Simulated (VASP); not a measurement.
# In (I4/mmm) in VASP: settings compared

In is run at these levels: PBE, r2SCAN; tasks: single point.

All numbers are computed with VASP 6.6.1; they aren't measurements. Logs are shortened: lines on timing, memory, paths and dates and some standing lists are left out, and cuts for length are marked.

## (1) The cell of the first run

It takes space group I4/mmm (No. 139, tetragonal). The conventional cell has a = 3.251 Å, b = 3.251 Å, c = 4.947 Å, α = 90.00°, β = 90.00°, γ = 90.00°. Within 4.3 Å of In (site symmetry 4/mmm) lie 12 In at 3.25 to 3.38 Å.

## (2) Single point, PBE

The input, INCAR:

```
SYSTEM = In
ALGO     = Normal         ! electronic algorithm
EDIFF    = 1E-6           ! SCF threshold, eV
ENCUT    = 520            ! plane-wave cutoff, eV
GGA      = PE             ! functional
ISIF     = 2              ! what is computed and relaxed
ISMEAR   = 1              ! smearing method
LASPH    = .TRUE.         ! aspherical terms in the spheres
LCHARG   = .FALSE.        ! write CHGCAR
LREAL    = .FALSE.        ! projectors in reciprocal space
LWAVE    = .FALSE.        ! write WAVECAR
NBANDS   = 12             ! bands
NELM     = 60             ! most SCF steps
PREC     = Accurate       ! precision mode
SIGMA    = 0.1            ! smearing width, eV
```

The input, KPOINTS:

```
k-points
0
G
  13 13 13
  0 0 0
```

The input, POSCAR:

```
In
1.0
   -1.6254700000      1.6254700000      2.4737000000
    1.6254700000     -1.6254700000      2.4737000000
    1.6254700000      1.6254700000     -2.4737000000
In
1
Direct
    0.0000000000      0.0000000000      0.0000000000
```

Potentials or basis: VASP PAW PBE potentials, release 64 (In_d).

Run with:

```sh
> cat potpaw_PBE.64/In_d/POTCAR > POTCAR
> mpirun -np 1 vasp_std > vasp.out
```

OUTCAR:

```text
SYSTEM = In
   EDIFF = 1E-6
   ENCUT = 520
   GGA = PE
   ISIF = 2
   ISMEAR = 1
   LASPH = .TRUE.
   LREAL = .FALSE.
   NELM = 60
   PREC = Accurate

 ion  position               nearest neighbor table
   1  0.000  0.000  0.000-

  LATTYP: Found a body centered tetragonal cell.
 ALAT       =     3.2509400000
 C/A-ratio  =     1.5218367611

  Lattice vectors:

 A1 = (  -1.6254700000,   1.6254700000,   2.4737000000)
 A2 = (   1.6254700000,  -1.6254700000,   2.4737000000)
 A3 = (   1.6254700000,   1.6254700000,  -2.4737000000)

Analysis of symmetry for initial positions (statically):
=====================================================================
 Subroutine PRICEL returns:
 Original cell was already a primitive cell.

 Routine SETGRP: Setting up the symmetry group for a
 body centered tetragonal supercell.

 Subroutine GETGRP returns: Found 16 space group operations
 (whereof 16 operations were pure point group operations)
 out of a pool of 16 trial point group operations.

The static configuration has the point symmetry D_4h.

Analysis of symmetry for dynamics (positions and initial velocities):
=====================================================================
 Subroutine PRICEL returns:
 Original cell was already a primitive cell.

 Routine SETGRP: Setting up the symmetry group for a
 body centered tetragonal supercell.

 Subroutine GETGRP returns: Found 16 space group operations
 (whereof 16 operations were pure point group operations)
 out of a pool of 16 trial point group operations.

The dynamic configuration has the point symmetry D_4h.

 Subroutine INISYM returns: Found 16 space group operations
 (whereof 16 operations are pure point group operations),
 and found     1 'primitive' translations

----------------------------------------------------------------------------------------

                                     Primitive cell

  volume of cell :      26.1436

  direct lattice vectors                    reciprocal lattice vectors
    -1.625470000  1.625470000  2.473700000     0.000000000  0.307603339  0.202126369
     1.625470000 -1.625470000  2.473700000     0.307603339  0.000000000  0.202126369
     1.625470000  1.625470000 -2.473700000     0.307603339  0.307603339  0.000000000

  length of vectors
     3.376906444  3.376906444  3.376906444     0.368069129  0.368069129  0.435016814

  position of ions in fractional coordinates (direct lattice)
     0.000000000  0.000000000  0.000000000

  ion indices of the primitive-cell ions
   primitive index   ion index
                 1           1

----------------------------------------------------------------------------------------

 KPOINTS: k-points

Automatic generation of k-mesh.
 Grid dimensions read from file:
 generate k-points for:   13   13   13

 Generating k-lattice:

  Cartesian coordinates                     Fractional coordinates (reciprocal lattice)
     0.000000000  0.023661795  0.015548182     0.076923077  0.000000000  0.000000000
     0.023661795  0.000000000  0.015548182     0.000000000  0.076923077  0.000000000
     0.023661795  0.023661795  0.000000000     0.000000000  0.000000000  0.076923077

  Length of vectors
     0.028313010  0.028313010  0.033462832

  Shift w.r.t. Gamma in fractional coordinates (k-lattice)
     0.000000000  0.000000000  0.000000000

 Subroutine IBZKPT returns following result:
 ===========================================

 Found    196 irreducible k-points:

 Following reciprocal coordinates:
            Coordinates               Weight
  0.000000  0.000000  0.000000      1.000000
  0.076923  0.000000 -0.000000      8.000000
  0.153846  0.000000  0.000000      8.000000
  0.230769  0.000000 -0.000000      8.000000
  0.307692  0.000000  0.000000      8.000000
  0.384615  0.000000 -0.000000      8.000000
[... 16 lines left out ...]
  0.384615  0.153846 -0.000000     16.000000
  0.461538  0.153846 -0.000000     16.000000
 [... further k-points ...]
   k-points           NKPTS =    196   k-points in BZ     NKDIM =    196   number of bands    NBANDS=     12
   number of dos      NEDOS =    301   number of ions     NIONS =      1
   total plane-waves  NPLWV =  21952
   dimension x,y,z NGX =    28 NGY =   28 NGZ =   28
   dimension x,y,z NGXF=    56 NGYF=   56 NGZF=   56
   ions per type =               1
   NGX,Y,Z   is equivalent  to a cutoff of  13.78, 13.78, 13.78 a.u.
   NGXF,Y,Z  is equivalent  to a cutoff of  27.57, 27.57, 27.57 a.u.
 SYSTEM =  In
   PREC   = accura    normal or accurate (medium, high low for compatibility)
   ISTART =      0    job   : 0-new  1-cont  2-samecut
   ICHARG =      2    charge: 1-file 2-atom 10-const
   ISPIN  =      1    spin polarized calculation?
   LNONCOLLINEAR =      F non collinear calculations
   LSORBIT =      F    spin-orbit coupling
   LASPH  =      T    aspherical Exc in radial PAW
   ENCUT  =  520.0 eV  38.22 Ry    6.18 a.u.   6.28  6.28  6.28*2*pi/ulx,y,z
   NELM   =     60;   NELMIN=  2; NELMDL= -5     # of ELM steps
   EDIFF  = 0.1E-05   stopping-criterion for ELM
   LREAL  =      F    real-space projection
   EDIFFG = 0.1E-04   stopping-criterion for IOM
   NSW    =      0    number of steps for IOM
   IBRION =     -1    ionic relax: 0-MD 1-quasi-New 2-CG
   NFREE  =      0    steps in history (QN), initial steepest desc. (CG)
   ISIF   =      2    stress and relaxation
   ISYM   =      2    0-nonsym 1-usesym 2-fastsym
   POTIM  = 0.5000    time-step for ionic-motion
   TEBEG  =    0.0;   TEEND  =   0.0 temperature during run
   PSTRESS=    0.0 pullay stress
   NELECT =      13.0000    total number of electrons
   NUPDOWN=      -1.0000    fix difference up-down
   EMIN   =  10.00;   EMAX   =-10.00  energy-range for DOS
   EFERMI =   0.00;   METHOD = LEGACY
   ISMEAR =     1;   SIGMA  =   0.10  broadening in eV -4-tet -1-fermi 0-gaus
   EFERMI_NEDOS =   21; number of points for ismear=-14 and -15
   IALGO  =     38    algorithm
   IMIX   =      4    mixing-type and parameters
     AMIX     =   0.40;   BMIX     =  1.00
     AMIX_MAG =   1.60;   BMIX_MAG =  1.00
  volume/ion in A,a.u.               =      26.14       176.43
  Fermi-wavevector in a.u.,A,eV,Ry     =   1.296983  2.450943 22.887245  1.682165
  Thomas-Fermi vector in A             =   2.428405
   LORBIT       =      0    0 simple, 1 ext, 2 COOP (PROOUT), +10 PAW based schemes
   GGA     = PE    functional components
   LHFCALC =     F    Hartree Fock is set to
   AEXX    =    0.0000 exact exchange contribution
   IVDW    =     0    specifies the selected vdW correction
   LEPSILON=     F    determine dielectric tensor
   LRPA    =     F    only Hartree local field effects (RPA)
 non-spin polarized calculation
 Methfessel and Paxton  Order N= 1 SIGMA  =   0.10
  energy-cutoff  :      520.00
  volume of cell :       26.14
 maximum number of plane-waves:       717
 NGX is ok and might be reduce to    28
   NGX = 13   NGY = 13   NGZ = 13

 number of electron      13.0000006 magnetization

 Free energy of the ion-electron system (eV)
  ---------------------------------------------------
  ext. energy  EPLUGINS =         0.00000000
  ---------------------------------------------------
  free energy    TOTEN  =        -2.55315054 eV

  energy without entropy =       -2.55304623  energy(sigma->0) =       -2.55311577

 E-fermi :   7.4794     XC(G=0): -10.2557

 val. band max:        7.4716751090   @ k =  -0.3077   0.3077   0.3077
 cond. band min:       7.5033416298   @ k =  -0.1538   0.3077   0.1538
 fundamental gap:      0.0316665207
 Fermi energy:         7.4793803330

 k-point     1 :       0.0000    0.0000    0.0000
  band No.  band energies     occupation
      1      -7.1750      2.00000
      2      -7.0696      2.00000
      3      -7.0696      2.00000
      4      -6.9888      2.00000
      5      -6.8844      2.00000
      6      -2.0177      2.00000
      7      18.0791      0.00000
      8      18.0791      0.00000
      9      18.2522      0.00000
     10      19.1104      0.00000
     11      21.4943      0.00000
     12      21.6216      0.00000

 k-point     2 :       0.0769    0.0000   -0.0000
  band No.  band energies     occupation
      1      -7.1656      2.00000
      2      -7.0702      2.00000
      3      -7.0603      2.00000
      4      -6.9869      2.00000
      5      -6.8881      2.00000
      6      -1.8879      2.00000
      7      16.5481      0.00000
      8      17.8699      0.00000
      9      17.9178      0.00000
     10      18.9348      0.00000
     11      21.9092      0.00000
     12      21.9692      0.00000

 k-point     3 :       0.1538    0.0000    0.0000
  band No.  band energies     occupation
      1      -7.1476      2.00000
      2      -7.0758      2.00000
      3      -7.0385      2.00000
      4      -6.9710      2.00000
      5      -6.8942      2.00000
      6      -1.4949      2.00000
      7      13.9226      0.00000
      8      17.1743      0.00000
      9      17.5727      0.00000
     10      18.8779      0.00000
     11      21.1012      0.00000
     12      22.8605      0.00000
[... 286 lines left out ...]
 k-point    23 :       0.3846    0.1538   -0.0000
  band No.  band energies     occupation
      1      -7.1343      2.00000
      2      -7.0859      2.00000
      3      -7.0359      2.00000
      4      -6.8509      2.00000
      5      -6.8081      2.00000
      6       2.6092      2.00000
      7       5.9266      2.00000
      8      12.7049      0.00000
      9      14.6011      0.00000
     10      17.3372      0.00000
     11      20.5876      0.00000
     12      22.6059      0.00000

 k-point    24 :       0.4615    0.1538   -0.0000
  band No.  band energies     occupation
      1      -7.1520      2.00000
      2      -7.0810      2.00000
      3      -7.0389      2.00000
      4      -6.8605      2.00000
      5      -6.7707      2.00000
      6       3.6026      2.00000
      7       4.7258      2.00000
      8      13.1316      0.00000
      9      14.1582      0.00000
     10      16.8474      0.00000
     11      20.7956      0.00000
     12      23.0802      0.00000

 [... further k-points ...]
[... 5 lines left out ...]
  --------------------------------------------------------------------------------------
  -------------------------------------------------------------------------------------
  Total        0.3136585      0.3136585      0.3620111      0.0000000     -0.0000000      0.0000000
  in kB       19.2221831     19.2221831     22.1854138      0.0000000     -0.0000000      0.0000000
  external PRESSURE =      20.2099266 kB  Pullay stress =       0.0000000 kB

 VOLUME and BASIS-vectors are now :
 -----------------------------------------------------------------------------
  energy-cutoff  :      520.00
  volume of cell :       26.14
      direct lattice vectors                 reciprocal lattice vectors
    -1.625470000  1.625470000  2.473700000     0.000000000  0.307603339  0.202126369
     1.625470000 -1.625470000  2.473700000     0.307603339  0.000000000  0.202126369
     1.625470000  1.625470000 -2.473700000     0.307603339  0.307603339  0.000000000

 POSITION                                       TOTAL-FORCE (eV/Angst)
 -----------------------------------------------------------------------------------
      0.00000      0.00000      0.00000         0.000000     -0.000000      0.000000
 -----------------------------------------------------------------------------------
    total drift:                               -0.000000     -0.000000     -0.000000

  FREE ENERGIE OF THE ION-ELECTRON SYSTEM (eV)
  ---------------------------------------------------
  free  energy   TOTEN  =        -2.5531505370 eV

  energy  without entropy=       -2.5530462300  energy(sigma->0) =       -2.55311577
```

It took 24 s on 1 thread of Intel Xeon 6975P-C (Granite Rapids), shared host; peak memory 0.19 GiB.

What came out:

- Free energy: -2.5532 eV
- Pressure: 2.0 GPa

Caveat: spin-orbit coupling is left out, which moves the levels of the heavy elements.

(Continued in part 2 of 2.)
